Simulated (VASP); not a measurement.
# CuF: single point with r2SCAN

The system is CuF.

```
Cu F
1.0
     2.73846    0.00000    0.00000
     0.00000    2.73846    0.00000
     0.00000    0.00000    2.73846
Cu F
1 1
Direct
  0.00000 0.00000 0.00000
  0.50000 0.50000 0.50000
```

```json
{"Program": "VASP 6.6.1", "Task": "single point", "Functional": "r2SCAN", "Potentials or basis": "VASP PAW PBE potentials, release 64 (Cu, F)", "Cutoff": "520 eV", "k mesh": "10 × 10 × 10", "Occupations": "fermi-dirac, width 0.02 eV", "Spin": "no spin polarisation"}
```

```
Pressure               : -0.1 GPa
Band gap on the k mesh : zero (band 9 reaches 4.92 eV, above the bottom of band 10 at 4.51 eV)
```

Levels at points of the mesh, in eV from the Fermi level:
```csv
k point,band 7,band 8,band 9,band 10,band 11,band 12
"(0.00, 0.00, 0.00)",-1.54,-0.40,-0.40,-0.40,15.97,15.97
"(0.50, 0.00, 0.00)",-0.35,-0.23,-0.23,4.71,5.27,17.48
"(0.50, 0.50, 0.00)",-0.79,-0.79,-0.01,5.40,9.19,9.19
"(0.50, 0.50, 0.50)",-0.10,0.02,0.02,7.42,7.42,7.42
```

It took 23 s on 1 thread of Intel(R) Xeon(R) 6975P-C (Granite Rapids), with other jobs on the host, peak memory 0.13 GiB.

Caveat: the PAW data sets were made with another functional, which shifts forces and pressure a little; semilocal functionals often make such compounds metallic where correlation or magnetic order opens a gap, which also shifts bond lengths. With open d or f shells a metallic result of r2SCAN can be an artefact of self-interaction; +U or a hybrid may open a gap.
